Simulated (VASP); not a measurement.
Write the native input for VASP 6.6.1 that does the following.

```yaml
Task: single point
Functional: PBE
Potentials_or_basis: VASP PAW PBE potentials, release 64 (Si, C)
Cutoff: 520 eV
k_mesh: 2 × 2 × 2
Occupations: fermi-dirac, width 0.02 eV
Spin: collinear spin
Starting_moments: "[0.0, 0.0, 0.0, 0.0, 0.0, 0.0, 0.0, 0.0, 0.0, 0.0, 0.0, 0.0, 0.0, 0.0, 0.0, 0.0, 0.06] μB"
Dipole_correction: no
Further_INCAR_settings: LREAL = Auto; ALGO = Normal; EDIFF = 1e-06; NBANDS = 52
```

The structure of Si16C (a cell with a defect) lies in POSCAR:

```
Si16C
1.0
    0.0000000000      5.4300000000      5.4300000000
    5.4300000000      0.0000000000      5.4300000000
    5.4300000000      5.4300000000      0.0000000000
Si C
16 1
Direct
    0.0235911602     -0.0039042357     -0.0496869245
    0.1138674033      0.1359484346      0.0973664825
   -0.0180202578     -0.0147974217      0.4661233886
    0.1362430939      0.0839594843      0.5951933702
    0.0281767956      0.5220994475     -0.0569797422
    0.1395119705      0.6170073665      0.1090699816
    0.0294567219      0.4573204420      0.4810589319
    0.1433793738      0.6182965009      0.5743738490
    0.4773572744     -0.0382228361      0.0680570902
    0.6581215470      0.1088950276      0.1030018416
    0.5312891344     -0.0070902394      0.4724677716
    0.5515930018      0.1853130755      0.6999355433
    0.5114364641      0.4736095764     -0.0037384899
    0.6415193370      0.6100828729      0.1012799263
    0.5309023941      0.5228913444      0.4692633517
    0.6635359116      0.6266298343      0.6171270718
    0.7066574586      1.0095119705      0.5462154696
```

The input as run:

INCAR

```
SYSTEM = Si16C
PREC = Accurate
ENCUT = 520
EDIFF = 1E-6
ISMEAR = -1
SIGMA = 0.02
LREAL = Auto
LASPH = .TRUE.
NELM = 150
ALGO = Normal
ISIF = 2
LWAVE = .FALSE.
LCHARG = .FALSE.
ISPIN = 2
MAGMOM = 0 0 0 0 0 0 0 0 0 0 0 0 0 0 0 0 0.06
LORBIT = 11
GGA = PE
NBANDS = 52
```

KPOINTS

```
regular mesh
0
G
  2 2 2
  0 0 0
```

Potentials or basis: VASP PAW PBE potentials, release 64 (Si, C).

The run is started by

```sh
$ cat potpaw_PBE.64/Si/POTCAR potpaw_PBE.64/C/POTCAR > POTCAR
$ mpirun -np 1 vasp_std > vasp.out
```

Results of the run:

```yaml
Pressure: 3.7 GPa
Largest_force: 1.642 eV/Å
Band_gap_on_the_k_mesh: zero (filled and empty bands overlap)
Net_moment: 0.00 μB per cell
Valence_electrons_inside_the_program's_atomic_spheres: Si 1.71, 1.67, 1.69, 1.68, 1.70 (each value once); C 2.51
```

Caveat: the k points lie up to 0.50 Å⁻¹ apart, too coarse for converged energies and pressures of a metal.

Run time: 7.1 min on 1 thread of Oxide Virtual Turin-like Processor (shared host), peak memory 0.68 GiB.
